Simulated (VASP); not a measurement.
## GaAs (zinc blende type): single point with HSE06

The system is GaAs (zinc blende type).

```
CELL_PARAMETERS angstrom
0.00000 2.79619 2.79619
2.79619 0.00000 2.79619
2.79619 2.79619 0.00000
ATOMIC_POSITIONS crystal
Ga 0.00000 0.00000 0.00000
As 0.25000 0.25000 0.25000
```

| Property | Result |
| --- | --- |
| Program | VASP 6.6.1 |
| Task | single point |
| Functional | HSE06 |
| Potentials or basis | VASP PAW PBE potentials, release 64 (Ga_d, As) |
| Cutoff | 400 eV |
| k mesh | 4 × 4 × 4 |
| Occupations | fermi-dirac, width 0.05 eV |
| Spin | no spin polarisation |

```json
{"Pressure": "3.8 GPa", "Band gap on the k mesh": "1.75 eV, direct"}
```

Levels at points of the mesh, in eV from the valence-band top:
| k point | band 6 | band 7 | band 8 | band 9 | band 10 | band 11 | band 12 | band 13 |
| --- | --- | --- | --- | --- | --- | --- | --- | --- |
| (0.00, 0.00, 0.00) | -14.19 | 0.00 | 0.00 | 0.00 | 1.75 | 4.56 | 4.56 | 4.56 |
| (0.50, 0.00, 0.00) | -12.16 | -7.38 | -1.28 | -1.28 | 1.91 | 5.48 | 5.48 | 8.71 |
| (0.50, 0.50, 0.00) | -11.29 | -7.53 | -3.02 | -3.02 | 2.03 | 2.34 | 11.81 | 11.81 |

It took 4.3 min on 1 thread of Intel(R) Xeon(R) Platinum 8375C CPU @ 2.90GHz (Ice Lake), on a shared host, peak memory 0.27 GiB.

Caveat: the k points lie up to 0.49 Å⁻¹ apart; the PAW data sets were made with another functional, which shifts forces and pressure a little. A k mesh can miss the band edges.
